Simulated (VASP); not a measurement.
# Hf in VASP: a series of runs

Runs on Hf. Level: LDA. Tasks: single point.

Everything below comes from runs of VASP 6.6.1. Logs are shortened: lines on timing, memory, paths and dates and some standing lists are left out, and cuts for length are marked.

## (1) The cell of the first run

Symmetry: P6_3/mmc, No. 194, hexagonal system. Conventional cell: a = 3.192 Å, b = 3.192 Å, c = 5.045 Å, α = 90.00°, β = 90.00°, γ = 120.00°. Hf (site symmetry -6m2) has 12 Hf at 3.12 to 3.19 Å within 4.1 Å.

## (2) Single point, LDA

INCAR reads:

```
PREC = Accurate
ENCUT = 520
EDIFF = 1E-6
ISMEAR = 0
SIGMA = 0.15
LREAL = F
LASPH = T
NELM = 100
ALGO = Fast
ISIF = 2
LWAVE = F
LCHARG = T
LELF = T
LVHAR = T
NBANDS = 17
```

KPOINTS reads:

```
Automatic mesh
0
Gamma
  20 20 11
```

POSCAR reads:

```
Hf
1.0
    3.1923846315      0.0000000000      0.0000000000
   -1.5961923157      2.7646861895      0.0000000000
    0.0000000000      0.0000000000      5.0450416400
Hf
2
Direct
    0.3333333300      0.6666666700      0.2500000000
    0.6666666700      0.3333333300      0.7500000000
```

Potentials or basis: VASP PAW LDA potentials, release 64 (Hf_pv).

Command:

```console
cat potpaw_LDA.64/Hf_pv/POTCAR > POTCAR
mpirun -np 1 vasp_std > vasp.out
```

OUTCAR:

```text
PREC = Accurate
   ENCUT = 520
   EDIFF = 1E-6
   ISMEAR = 0
   LREAL = F
   LASPH = T
   NELM = 100
   ISIF = 2

 ion  position               nearest neighbor table
   1  0.333  0.667  0.250-   2 3.12   2 3.12   2 3.12   2 3.12   2 3.12   2 3.12
   2  0.667  0.333  0.750-   1 3.12   1 3.12   1 3.12   1 3.12   1 3.12   1 3.12

  LATTYP: Found a hexagonal cell.
 ALAT       =     3.1923846315
 C/A-ratio  =     1.5803364013

  Lattice vectors:

 A1 = (   3.1923846315,   0.0000000000,   0.0000000000)
 A2 = (  -1.5961923157,   2.7646861895,   0.0000000000)
 A3 = (   0.0000000000,   0.0000000000,   5.0450416400)

Analysis of symmetry for initial positions (statically):
=====================================================================
 Subroutine PRICEL returns:
 Original cell was already a primitive cell.

 Routine SETGRP: Setting up the symmetry group for a
 hexagonal supercell.

 Subroutine GETGRP returns: Found 24 space group operations
 (whereof 12 operations were pure point group operations)
 out of a pool of 24 trial point group operations.

The static configuration has the point symmetry D_3d.
 The point group associated with its full space group is D_6h.

Analysis of symmetry for dynamics (positions and initial velocities):
=====================================================================
 Subroutine PRICEL returns:
 Original cell was already a primitive cell.

 Routine SETGRP: Setting up the symmetry group for a
 hexagonal supercell.

 Subroutine GETGRP returns: Found 24 space group operations
 (whereof 12 operations were pure point group operations)
 out of a pool of 24 trial point group operations.

The dynamic configuration has the point symmetry D_3d.
 The point group associated with its full space group is D_6h.

 Subroutine INISYM returns: Found 24 space group operations
 (whereof 12 operations are pure point group operations),
 and found     1 'primitive' translations

----------------------------------------------------------------------------------------

                                     Primitive cell

  volume of cell :      44.5272

  direct lattice vectors                    reciprocal lattice vectors
     3.192384631  0.000000000  0.000000000     0.313245462  0.180852352  0.000000000
    -1.596192316  2.764686189  0.000000000     0.000000000  0.361704704  0.000000000
     0.000000000  0.000000000  5.045041640     0.000000000  0.000000000  0.198214419

  length of vectors
     3.192384631  3.192384631  5.045041640     0.361704704  0.361704704  0.198214419

  position of ions in fractional coordinates (direct lattice)
     0.333333330  0.666666670  0.250000000
     0.666666670  0.333333330  0.750000000

  ion indices of the primitive-cell ions
   primitive index   ion index
                 1           1
                 2           2

----------------------------------------------------------------------------------------

 KPOINTS: Automatic mesh

Automatic generation of k-mesh.
 Grid dimensions read from file:
 generate k-points for:   20   20   11

 Generating k-lattice:

  Cartesian coordinates                     Fractional coordinates (reciprocal lattice)
     0.015662273  0.009042618  0.000000000     0.050000000  0.000000000  0.000000000
     0.000000000  0.018085235  0.000000000     0.000000000  0.050000000  0.000000000
     0.000000000  0.000000000  0.018019493     0.000000000  0.000000000  0.090909091

  Length of vectors
     0.018085235  0.018085235  0.018019493

  Shift w.r.t. Gamma in fractional coordinates (k-lattice)
     0.000000000  0.000000000  0.000000000

 Subroutine IBZKPT returns following result:
 ===========================================

 Found    264 irreducible k-points:

 Following reciprocal coordinates:
            Coordinates               Weight
  0.000000  0.000000  0.000000      1.000000
  0.050000  0.000000  0.000000      6.000000
  0.100000  0.000000  0.000000      6.000000
  0.150000  0.000000  0.000000      6.000000
  0.200000  0.000000  0.000000      6.000000
  0.250000  0.000000  0.000000      6.000000
[... 16 lines left out ...]
  0.200000  0.100000  0.000000     12.000000
  0.250000  0.100000  0.000000     12.000000
 [... further k-points ...]
   k-points           NKPTS =    264   k-points in BZ     NKDIM =    264   number of bands    NBANDS=     17
   number of dos      NEDOS =    301   number of ions     NIONS =      2
   total plane-waves  NPLWV =  23040
   dimension x,y,z NGX =    24 NGY =   24 NGZ =   40
   dimension x,y,z NGXF=    48 NGYF=   48 NGZF=   80
   ions per type =               2
   NGX,Y,Z   is equivalent  to a cutoff of  12.50, 12.50, 13.18 a.u.
   NGXF,Y,Z  is equivalent  to a cutoff of  25.00, 25.00, 26.36 a.u.
 SYSTEM =  unknown system
   PREC   = accura    normal or accurate (medium, high low for compatibility)
   ISTART =      0    job   : 0-new  1-cont  2-samecut
   ICHARG =      2    charge: 1-file 2-atom 10-const
   ISPIN  =      1    spin polarized calculation?
   LNONCOLLINEAR =      F non collinear calculations
   LSORBIT =      F    spin-orbit coupling
   LASPH  =      T    aspherical Exc in radial PAW
   ENCUT  =  520.0 eV  38.22 Ry    6.18 a.u.   5.94  5.94  9.38*2*pi/ulx,y,z
   NELM   =    100;   NELMIN=  2; NELMDL= -5     # of ELM steps
   EDIFF  = 0.1E-05   stopping-criterion for ELM
   LREAL  =      F    real-space projection
   EDIFFG = 0.1E-04   stopping-criterion for IOM
   NSW    =      0    number of steps for IOM
   IBRION =     -1    ionic relax: 0-MD 1-quasi-New 2-CG
   NFREE  =      0    steps in history (QN), initial steepest desc. (CG)
   ISIF   =      2    stress and relaxation
   ISYM   =      2    0-nonsym 1-usesym 2-fastsym
   POTIM  = 0.5000    time-step for ionic-motion
   TEBEG  =    0.0;   TEEND  =   0.0 temperature during run
   PSTRESS=    0.0 pullay stress
   NELECT =      20.0000    total number of electrons
   NUPDOWN=      -1.0000    fix difference up-down
   EMIN   =  10.00;   EMAX   =-10.00  energy-range for DOS
   EFERMI =   0.00;   METHOD = LEGACY
   ISMEAR =     0;   SIGMA  =   0.15  broadening in eV -4-tet -1-fermi 0-gaus
   EFERMI_NEDOS =   21; number of points for ismear=-14 and -15
   IALGO  =     68    algorithm
   IMIX   =      4    mixing-type and parameters
     AMIX     =   0.40;   BMIX     =  1.00
     AMIX_MAG =   1.60;   BMIX_MAG =  1.00
  volume/ion in A,a.u.               =      22.26       150.24
  Fermi-wavevector in a.u.,A,eV,Ry     =   1.253746  2.369236 21.386713  1.571879
  Thomas-Fermi vector in A             =   2.387584
   LORBIT       =      0    0 simple, 1 ext, 2 COOP (PROOUT), +10 PAW based schemes
   GGA     = CA    functional components
   LHFCALC =     F    Hartree Fock is set to
   AEXX    =    0.0000 exact exchange contribution
   IVDW    =     0    specifies the selected vdW correction
   LEPSILON=     F    determine dielectric tensor
   LRPA    =     F    only Hartree local field effects (RPA)
 non-spin polarized calculation
 RMM-DIIS sequential band-by-band and
 Gauss-broadening in eV      SIGMA  =   0.15
  energy-cutoff  :      520.00
  volume of cell :       44.53
 maximum number of plane-waves:      1220
 NGX is ok and might be reduce to    24
   NGX = 11   NGY = 11   NGZ = 19

 number of electron      20.0000003 magnetization

 Free energy of the ion-electron system (eV)
  ---------------------------------------------------
  ext. energy  EPLUGINS =         0.00000000
  ---------------------------------------------------
  free energy    TOTEN  =       -21.33274968 eV

  energy without entropy =      -21.31464241  energy(sigma->0) =      -21.32369604

 E-fermi :   4.8261     XC(G=0): -11.4931

 val. band max:        4.8192709993   @ k =   0.2500   0.2500   0.4545
 cond. band min:       4.8358953259   @ k =   0.1000   0.1000   0.2727
 fundamental gap:      0.0166243265
 Fermi energy:         4.8260504346

 k-point     1 :       0.0000    0.0000    0.0000
  band No.  band energies     occupation
      1     -26.1135      2.00000
      2     -25.3419      2.00000
      3     -25.3419      2.00000
      4     -25.2107      2.00000
      5     -25.2081      2.00000
      6     -25.2081      2.00000
[... 9 lines left out ...]
     16       7.3618      0.00000
     17      10.0901      0.00000

 k-point     2 :       0.0500    0.0000    0.0000
  band No.  band energies     occupation
      1     -26.1068      2.00000
      2     -25.3563      2.00000
      3     -25.3467      2.00000
      4     -25.2235      2.00000
      5     -25.2138      2.00000
      6     -25.2100      2.00000
[... 9 lines left out ...]
     16       7.2873      0.00000
     17      10.1562      0.00000

 k-point     3 :       0.1000    0.0000    0.0000
  band No.  band energies     occupation
      1     -26.0868      2.00000
      2     -25.3983      2.00000
      3     -25.3608      2.00000
      4     -25.2676      2.00000
      5     -25.2231      2.00000
      6     -25.2157      2.00000
[... 9 lines left out ...]
     16       7.0900      0.00000
     17      10.3216      0.00000

 k-point     4 :       0.1500    0.0000    0.0000
  band No.  band energies     occupation
      1     -26.0547      2.00000
      2     -25.4637      2.00000
      3     -25.3821      2.00000
      4     -25.3350      2.00000
      5     -25.2388      2.00000
      6     -25.2250      2.00000
[... 9 lines left out ...]
     16       7.3521      0.00000
     17      10.5092      0.00000
[... 343 lines left out ...]
      1     -25.9942      2.00000
      2     -25.5547      2.00000
      3     -25.4966      2.00000
      4     -25.3794      2.00000
      5     -25.2702      2.00000
      6     -25.2593      2.00000
[... 9 lines left out ...]
     16       8.1677      0.00000
     17      10.6504      0.00000

 k-point    23 :       0.2000    0.1000    0.0000
  band No.  band energies     occupation
      1     -25.9441      2.00000
      2     -25.6373      2.00000
      3     -25.5630      2.00000
      4     -25.4227      2.00000
      5     -25.2982      2.00000
      6     -25.2788      2.00000
[... 9 lines left out ...]
     16       8.7769      0.00000
     17      10.7707      0.00000

 k-point    24 :       0.2500    0.1000    0.0000
  band No.  band energies     occupation
      1     -25.8885      2.00000
      2     -25.7230      2.00000
      3     -25.6256      2.00000
      4     -25.4649      2.00000
      5     -25.3317      2.00000
      6     -25.2974      2.00000
[... 9 lines left out ...]
     16       9.4559      0.00000
     17      10.8709      0.00000

 [... further k-points ...]

------------------------ aborting loop because EDIFF is reached ----------------------------------------

  FORCE on cell =-STRESS in cart. coord.  units (eV):
  Direction    XX          YY          ZZ          XY          YZ          ZX
  --------------------------------------------------------------------------------------
  -------------------------------------------------------------------------------------
  Total       -1.9751591     -1.9751591     -1.9983153     -0.0000000      0.0000000      0.0000000
  in kB      -71.0700890    -71.0700890    -71.9032928     -0.0000000      0.0000000      0.0000000
  external PRESSURE =     -71.3478236 kB  Pullay stress =       0.0000000 kB

 VOLUME and BASIS-vectors are now :
 -----------------------------------------------------------------------------
  energy-cutoff  :      520.00
  volume of cell :       44.53
      direct lattice vectors                 reciprocal lattice vectors
     3.192384631  0.000000000  0.000000000     0.313245462  0.180852352  0.000000000
    -1.596192316  2.764686189  0.000000000     0.000000000  0.361704704  0.000000000
     0.000000000  0.000000000  5.045041640     0.000000000  0.000000000  0.198214419

 POSITION                                       TOTAL-FORCE (eV/Angst)
 -----------------------------------------------------------------------------------
     -0.00000      1.84312      1.26126         0.000000     -0.000000      0.000000
      1.59619      0.92156      3.78378        -0.000000      0.000000      0.000000
 -----------------------------------------------------------------------------------
    total drift:                               -0.000002      0.000001     -0.000000

  FREE ENERGIE OF THE ION-ELECTRON SYSTEM (eV)
  ---------------------------------------------------
  free  energy   TOTEN  =       -21.3327496806 eV

  energy  without entropy=      -21.3146424054  energy(sigma->0) =      -21.32369604
```

Wall time 90 s (1 thread of Intel Xeon Platinum 8488C (Sapphire Rapids), shared host); peak memory 0.26 GiB.

What came out:

| Quantity | Value |
| --- | --- |
| Free energy | -21.3327 eV |
| Pressure | -7.1 GPa |
| Band gap on the k mesh | zero (bands 10 and 11 overlap by 1.44 eV) |

Caveat: the cell stands under tension; spin-orbit coupling is left out, which moves the levels of the heavy elements.

## (3) Single point, LDA

INCAR reads:

```
SYSTEM = Hf
  PREC = Accurate
  ENCUT = 520
  EDIFF = 1E-6
  ISMEAR = 0
  SIGMA = 0.15
  LREAL = .FALSE.
  LASPH = .TRUE.
  NELM = 60
  ALGO = Fast
  ISIF = 2
  LWAVE = .FALSE.
  LCHARG = .TRUE.
  GGA = CA
  LELF = .TRUE.
  LVHAR = .TRUE.
  NBANDS = 17
```

KPOINTS reads:

```
regular mesh
0
G
  20 20 11
  0 0 0
```

Changes to POSCAR since step 2:

```diff
@@ -8,3 +8,3 @@
 Direct
-    0.3333333300      0.6666666700      0.2500000000
+    0.3333333300      0.6666666700      0.2519821442
     0.6666666700      0.3333333300      0.7500000000
```

Potentials or basis: VASP PAW LDA potentials, release 64 (Hf_pv).

Command:

```console
cat potpaw_LDA.64/Hf_pv/POTCAR > POTCAR
mpirun -np 1 vasp_std > vasp.out
```

Wall time 2.6 min (1 thread of Intel Xeon Platinum 8488C (Sapphire Rapids), shared host); peak memory 0.35 GiB.

Results (log left out):

| Property | Result |
| --- | --- |
| Free energy | -21.3326 eV |
| Pressure | -7.1 GPa |
| Largest force | 0.024 eV/Å |
| Band gap on the k mesh | zero (bands 10 and 11 overlap by 1.44 eV) |

Forces on the atoms (eV/Å):
```
Hf   0.000  0.000 -0.024
Hf   0.000  0.000  0.024
```

Stress tensor (GPa, compression positive):
```
-7.10  0.00  0.00
 0.00 -7.10  0.00
 0.00  0.00 -7.18
```

Levels at points of the mesh, in eV from the Fermi level:
```tsv
k point	band 7	band 8	band 9	band 10	band 11	band 12	band 13	band 14
(0.00, 0.00, 0.00)	-7.33	-3.72	0.82	1.10	1.10	1.40	1.92	1.92
(0.50, 0.00, 0.00)	-3.34	-2.78	-2.25	-0.70	0.70	0.87	1.66	5.81
```

Caveat: the cell stands under tension; spin-orbit coupling is left out, which moves the levels of the heavy elements.

## (4) Single point, LDA

INCAR reads:

```
PREC     = Accurate       # precision mode
ENCUT    = 520            # plane-wave cutoff, eV
EDIFF    = 1E-7           # SCF threshold, eV
ISMEAR   = 0              # smearing method
SIGMA    = 0.15           # smearing width, eV
LREAL    = False          # projectors in reciprocal space
LASPH    = True           # aspherical terms in the spheres
NELM     = 100            # most SCF steps
ALGO     = Fast           # electronic algorithm
ISIF     = 2              # what is computed and relaxed
LWAVE    = False          # write WAVECAR
LCHARG   = False          # write CHGCAR
NBANDS   = 17             # bands
```

KPOINTS reads:

```
regular mesh
0
Gamma
  20 20 11
```

Changes to POSCAR since step 3:

```diff
@@ -8,3 +8,3 @@
 Direct
-    0.3333333300      0.6666666700      0.2519821442
+    0.3333333300      0.6666666700      0.2480178558
     0.6666666700      0.3333333300      0.7500000000
```

Command:

```console
cat potpaw_LDA.64/Hf_pv/POTCAR > POTCAR
mpirun -np 1 vasp_std > vasp.out
```

It took 2.7 min on 1 thread of Intel Xeon Platinum 8488C (Sapphire Rapids), shared host; peak memory 0.35 GiB.

The run converged. Its results:

```
Free energy            : -21.3326 eV
Pressure               : -7.1 GPa
Largest force          : 0.024 eV/Å
Band gap on the k mesh : zero (bands 10 and 11 overlap by 1.44 eV)
```

Forces on the atoms (eV/Å):
```
Hf   0.000  0.000  0.024
Hf   0.000  0.000 -0.024
```

Levels at points of the mesh, in eV from the Fermi level:
| k point | band 6 | band 7 | band 8 | band 9 | band 10 | band 11 | band 12 | band 13 | band 14 | band 15 |
| --- | --- | --- | --- | --- | --- | --- | --- | --- | --- | --- |
| (0.00, 0.00, 0.00) | -30.03 | -7.33 | -3.72 | 0.82 | 1.10 | 1.10 | 1.40 | 1.92 | 1.92 | 2.54 |
| (0.50, 0.00, 0.00) | -30.13 | -3.34 | -2.78 | -2.25 | -0.70 | 0.70 | 0.87 | 1.66 | 5.81 | 6.33 |

Caveat: the cell stands under tension; spin-orbit coupling is left out, which moves the levels of the heavy elements.
